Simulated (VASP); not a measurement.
A run of VASP 6.6.1:

Contents of INCAR:

```
SYSTEM = HfN
PREC = Accurate ; ENCUT = 520
EDIFF = 1E-7 ; ISMEAR = 0
SIGMA = 0.15 ; LREAL = .False.
LASPH = .True. ; NELM = 100
ALGO = Normal ; ISIF = 2
LWAVE = .False. ; LCHARG = .False.
NBANDS = 14
```

The input KPOINTS:

```
Automatic mesh
0
Gamma
  18 18 18
  0 0 0
```

POSCAR

```
HfN
1.0
    0.0000000000      2.2339756793      2.2339756793
    2.2339756793      0.0000000000      2.2339756793
    2.2339756793      2.2339756793      0.0000000000
Hf N
1 1
Direct
    0.0000000000      0.0021077006      0.0000000000
    0.5000000000      0.4731420532      0.5000000000
```

Potentials or basis: VASP PAW LDA potentials, release 64 (Hf_pv, N).

Launch:

```sh
$ cat potpaw_LDA.64/Hf_pv/POTCAR potpaw_LDA.64/N/POTCAR > POTCAR
$ mpirun -np 1 vasp_std > vasp.out
```

Hardware: 1 thread of Intel(R) Xeon(R) Platinum 8488C (Sapphire Rapids), with other jobs on the host.

Problem. How long does it take, and how much memory?

Solution. Run time: 110 s on 1 thread of Intel(R) Xeon(R) Platinum 8488C (Sapphire Rapids), with other jobs on the host, peak memory 0.37 GiB. Counts: scf iterations 13, k points 865.
